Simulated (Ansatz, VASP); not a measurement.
**SiO2 in VASP and in Ansatz**

```
CELL_PARAMETERS angstrom
4.19445 0.00000 0.00000
0.00000 4.19445 0.00000
0.00000 0.00000 2.67827
ATOMIC_POSITIONS crystal
Si 0.00000 0.00000 0.00000
Si 0.50000 0.50000 0.50000
O 0.30605 0.30605 0.00000
O 0.19395 0.80605 0.50000
O 0.69395 0.69395 0.00000
O 0.80605 0.19395 0.50000
```

Alike in both runs: functional PBEsol; k mesh 6 × 6 × 8; occupations gaussian, width 0.02 eV; no spin polarisation.

Ansatz relaxed the structure, and its values are those at the end. VASP's run is a single point on that final structure, the one shown.

|  | VASP | Ansatz |
| --- | --- | --- |
| version | VASP 6.6.1 | Ansatz 0.2.0 |
| potentials or method | VASP PAW PBE potentials, release 64 (Si, O), cutoff 520 eV | scalar-relativistic, plane waves, PAW |
| valence electrons in the cell | 32 | 32 |

```tsv
	VASP	Ansatz	Ansatz less VASP
gap on the k mesh at the Fermi level (eV)	5.36	5.36	0.000
least direct gap on the mesh (eV)	5.36	5.36	0.000
pressure (GPa)	0.7	0.0	-0.72
rms of the force components (eV/Å)	0.016	0.001	-0.0153
```

VASP's potentials were made for PBE, not for PBEsol, and Ansatz warns of the same on its side.
